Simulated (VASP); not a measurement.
Set up this calculation in VASP 6.6.1, as the native input.

| Item | Value |
| --- | --- |
| Task | single point |
| Functional | PBE |
| Potentials or basis | VASP PAW PBE potentials, release 64 (K_sv, Cl) |
| Cutoff | 520 eV |
| k mesh | 8 × 8 × 8 |
| Occupations | gaussian, width 0.05 eV |
| Spin | no spin polarisation |
| Dipole correction | no |
| Further INCAR settings | ALGO = Normal; EDIFF = 1e-06; NBANDS = 15 |

The structure of KCl lies in POSCAR:

```
KCl
1.0
    3.4205069823      0.0000000000      0.0000000000
    0.0000000000      3.4205069823      0.0000000000
    0.0000000000      0.0000000000      4.8365968729
K Cl
1 1
Direct
    0.0000000000      0.0000000000      0.0000000000
    0.5000000000      0.5000000000      0.5000000000
```

This cell differs from its parent crystal: ratio of the length along z to the lengths across it x 1.414, volume and fractional coordinates fixed.

These files were run (other wordings do the same):

INCAR

```
  PREC = Accurate
  ENCUT = 520
  EDIFF = 1E-6
  ISMEAR = 0
  SIGMA = 0.05
  LREAL = False
  LASPH = True
  NELM = 100
  ALGO = Normal
  ISIF = 2
  LWAVE = False
  LCHARG = False
  GGA = PE
  NBANDS = 15
```

KPOINTS

```
regular mesh
0
Gamma
  8 8 8
```

Potentials or basis: VASP PAW PBE potentials, release 64 (K_sv, Cl).

The run is started by

```sh
$ cat potpaw_PBE.64/K_sv/POTCAR potpaw_PBE.64/Cl/POTCAR > POTCAR
$ mpirun -np 1 vasp_std > vasp.out
```

Results of the run:

```json
{
 "Pressure": "0.2 GPa",
 "Band gap on the k mesh": "2.48 eV (least direct gap 2.73 eV)"
}
```

It took 75 s on 1 thread of Intel Xeon 8259CL (shared host), peak memory 0.21 GiB.
